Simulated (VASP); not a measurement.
Runs of VASP 6.6.1 on SiC. The structure is that of space group F-43m (No. 216), or close to it. The cells are those of the table. 

```tsv
cell	gap on the mesh (eV)	pressure (GPa)	largest force (eV/Å)
a = 3.170 Å, angles 60.0°, 2 atoms	1.43	-12.9	-
a = 2.998, b = 2.998, c = 3.097 Å, angles 61.1, 61.1, 60.0°, 2 atoms	(b)	12.2	0.45
a = 3.172, b = 3.172, c = 3.073 Å, angles 58.9, 58.9, 60.0°, 2 atoms	1.21	-4.2	0.47
a = 3.000, b = 3.000, c = 2.937 Å, angles 59.3, 59.3, 60.0°, 2 atoms	1.08	35.1	(a)
a = 3.163, b = 3.163, c = 3.129 Å, angles 59.6, 59.6, 60.0°, 2 atoms	1.36	-9.0	0.11
a = 2.989, b = 2.989, c = 3.054 Å, angles 60.7, 60.7, 60.0°, 2 atoms	1.21	18.7	0.38
a = 3.164, b = 3.164, c = 3.034 Å, angles 58.6, 58.6, 60.0°, 2 atoms	1.12	1.2	0.78
a = 3.030, b = 3.030, c = 3.063 Å, angles 60.4, 60.4, 60.0°, 2 atoms	1.29	11.5	0.18
a = 3.023, b = 3.023, c = 3.123 Å, angles 61.1, 61.1, 60.0°, 2 atoms	1.21	6.1	0.38
a = 3.227, b = 3.227, c = 3.160 Å, angles 59.3, 59.3, 60.0°, 2 atoms	1.35	-16.0	0.17
a = 3.005, b = 3.005, c = 3.037 Å, angles 60.4, 60.4, 60.0°, 2 atoms	1.26	18.4	0.20
a = 3.238, b = 3.238, c = 3.105 Å, angles 58.6, 58.6, 60.0°, 2 atoms	1.21	-11.8	0.51
```

Alike in all rows: task single point; level PBE; potentials or basis VASP PAW PBE potentials, release 64 (Si, C); no spin polarisation; k mesh 12 × 12 × 12; cutoff (eV) 520; smearing gaussian 0.05 eV.

Problem. Fill in the values left out.

Solution. (a) 0.63; (b) 1.18.

A k mesh can miss the band edges.
